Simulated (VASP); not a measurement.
A run of VASP 6.6.1:

The input POSCAR:

```
BN
1.0
    0.0000000000      1.8011970000      1.8011970000
    1.8011970000      0.0000000000      1.8011970000
    1.8011970000      1.8011970000      0.0000000000
B N
1 1
Direct
    0.0000000000      0.0000000000      0.0000000000
    0.2500000000      0.2500000000      0.2500000000
```

The input INCAR.step1:

```
PREC = Accurate
ENCUT = 1460
ISMEAR = 0
SIGMA = 0.01
LREAL = F
LASPH = T
NELM = 120
NBANDS = 11
GGA = PE
ALGO = Normal
EDIFF = 1E-5
LWAVE = T
LCHARG = F
GGA_COMPAT = F
```

The input INCAR.step2:

```
PREC = Accurate
ENCUT = 1460
EDIFF = 1E-6
ISMEAR = 0
SIGMA = 0.01
LREAL = F
LASPH = T
NELM = 120
ALGO = Normal
ISIF = 2
LWAVE = F
LCHARG = F
METAGGA = R2SCAN
LMIXTAU = T
NBANDS = 11
ISTART = 1
GGA_COMPAT = F
```

File KPOINTS:

```
regular mesh
0
Gamma
  12 12 12
```

Potentials or basis: VASP PAW PBE potentials, release 64 (B_h, N_h).

Command:

```sh
$ cat potpaw_PBE.64/B_h/POTCAR potpaw_PBE.64/N_h/POTCAR > POTCAR
$ cp INCAR.step1 INCAR
$ mpirun -np 1 vasp_std > vasp.out
$ cp INCAR.step2 INCAR
$ mpirun -np 1 vasp_std > vasp.out
```

Hardware: 1 thread of Intel(R) Xeon(R) Platinum 8259CL CPU @ 2.50GHz (Skylake/Cascade Lake), with other jobs on the host.

Question: How long does it take, and how much memory?

Answer: Run time: 100 s on 1 thread of Intel(R) Xeon(R) Platinum 8259CL CPU @ 2.50GHz (Skylake/Cascade Lake), on a shared host, peak memory 0.2 GiB. Counts: k points 72.
